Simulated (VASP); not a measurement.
Wanted: the native input for a VASP 6.6.1 run.

| Quantity | Value |
| --- | --- |
| Task | single point |
| Functional | BHLYP |
| Potentials or basis | VASP PAW PBE potentials, release 64 (Al, N) |
| Cutoff | 520 eV |
| k mesh | 5 × 5 × 5 |
| Occupations | fermi-dirac, width 0.05 eV |
| Spin | no spin polarisation |
| Dipole correction | no |
| Grid for exact exchange (PRECFOCK) | Normal |
| Further INCAR settings | ALGO = Normal; EDIFF = 1e-06; NBANDS = 11 |
| Share of exact exchange | 0.5 |

Crystal: AlN.

```
CELL_PARAMETERS angstrom
0.00000 2.13941 2.13941
2.13941 0.00000 2.13941
2.13941 2.13941 0.00000
ATOMIC_POSITIONS crystal
Al 0.00000 0.00000 0.00000
N 0.25000 0.25000 0.25000
```

These files were run (other wordings do the same):

POSCAR

```
AlN
1.0
    0.0000000000      2.1394097525      2.1394097525
    2.1394097525      0.0000000000      2.1394097525
    2.1394097525      2.1394097525      0.0000000000
Al N
1 1
Direct
    0.0000000000      0.0000000000      0.0000000000
    0.2500000000      0.2500000000      0.2500000000
```

INCAR.step1

```
PREC = Accurate ; ENCUT = 520
EDIFF = 1E-5 ; ISMEAR = -1
SIGMA = 0.05 ; LREAL = F
LASPH = T ; NELM = 60
ALGO = Normal ; ISIF = 2
LWAVE = T ; GGA = PE
NBANDS = 11
```

INCAR.step2

```
PREC = Accurate ; ENCUT = 520
EDIFF = 1E-6 ; ISMEAR = -1
SIGMA = 0.05 ; LREAL = F
LASPH = T ; NELM = 60
ALGO = Normal ; ISIF = 2
LWAVE = F ; LCHARG = T
GGA = B5 ; LHFCALC = T
AEXX = 0.5 ; ALDAX = 0.5
AGGAX = 0.5 ; AGGAC = 1.0
ALDAC = 0.0 ; PRECFOCK = Normal
LELF = T ; LVHAR = T
ISTART = 1 ; NBANDS = 11
```

KPOINTS

```
regular mesh
0
Gamma
  5 5 5
```

Potentials or basis: VASP PAW PBE potentials, release 64 (Al, N).

Run with:

```sh
$ cat potpaw_PBE.64/Al/POTCAR potpaw_PBE.64/N/POTCAR > POTCAR
$ cp INCAR.step1 INCAR
$ mpirun -np 1 vasp_std > vasp.out
$ cp INCAR.step2 INCAR
$ mpirun -np 1 vasp_std > vasp.out
```

It gave:

```yaml
Pressure: 12.6 GPa
Band_gap_on_the_k_mesh: 8.57 eV (least direct gap 9.52 eV)
```

Caveat: the k points lie up to 0.51 Å⁻¹ apart; the PAW data sets were made with another functional, which shifts forces and pressure a little; an odd mesh through Γ misses points on the zone boundary, where band edges can lie.

Run time: 2.7 min on 1 thread of Intel(R) Xeon(R) Platinum 8375C CPU @ 2.90GHz (Ice Lake) (shared host), peak memory 0.13 GiB.
